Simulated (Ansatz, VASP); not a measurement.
One calculation of Al2Te, two programs

```
CELL_PARAMETERS angstrom
-1.81314 1.81314 4.87245
1.81314 -1.81314 4.87245
1.81314 1.81314 -4.87245
ATOMIC_POSITIONS crystal
Al 0.67626 0.67626 0.00000
Al 0.32374 0.32374 0.00000
Te 0.00000 0.00000 0.00000
```

Alike in both runs: functional PBE; k mesh 18 × 18 × 18; occupations gaussian, width 0.1 eV; no spin polarisation.

Ansatz relaxed the structure, and its values are those at the end. VASP's run is a single point on that final structure, the one shown.

|  | VASP | Ansatz |
| --- | --- | --- |
| version | VASP 6.6.1 | Ansatz 0.2.0 |
| potentials or method | VASP PAW PBE potentials, release 64 (Al, Te), cutoff 520 eV | scalar-relativistic, plane waves, PAW |
| valence electrons in the cell | 12 | 22 |

```csv
,VASP,Ansatz,Ansatz less VASP
gap on the k mesh at the Fermi level (eV),none,none,-
pressure (GPa),0.0,0.0,-0.01
```

A gap of «none» marks a metal or a gap that the smearing closes. VASP's potentials hold 12 valence electrons a cell and Ansatz's 22, so a difference there can come from the potentials and not from the codes.

Spin-orbit coupling is off throughout.
